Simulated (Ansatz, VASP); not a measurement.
**One calculation of V, two programs**

```
CELL_PARAMETERS angstrom
2.41200 0.00000 0.00000
0.00000 2.41200 0.00000
0.00000 0.00000 2.41200
ATOMIC_POSITIONS crystal
V 0.00000 0.00000 0.00000
```

Alike in both runs: functional PBEsol; k mesh 22 × 22 × 22; occupations gaussian, width 0.1 eV; no spin polarisation.

Ansatz relaxed the structure, and its values are those at the end. VASP's run is a single point on that final structure, the one shown.

|  | VASP | Ansatz |
| --- | --- | --- |
| version | VASP 6.6.1 | Ansatz 0.2.0 |
| potentials or method | VASP PAW PBE potentials, release 64 (V_sv), cutoff 520 eV | scalar-relativistic, plane waves, PAW |
| valence electrons in the cell | 13 | 13 |

|  | VASP | Ansatz | Ansatz less VASP |
| --- | --- | --- | --- |
| gap on the k mesh at the Fermi level (eV) | none | none | - |
| pressure (GPa) | 0.4 | 0.0 | -0.42 |

VASP's potentials were made for PBE, not for PBEsol. A gap of «none» marks a metal or a gap that the smearing closes.
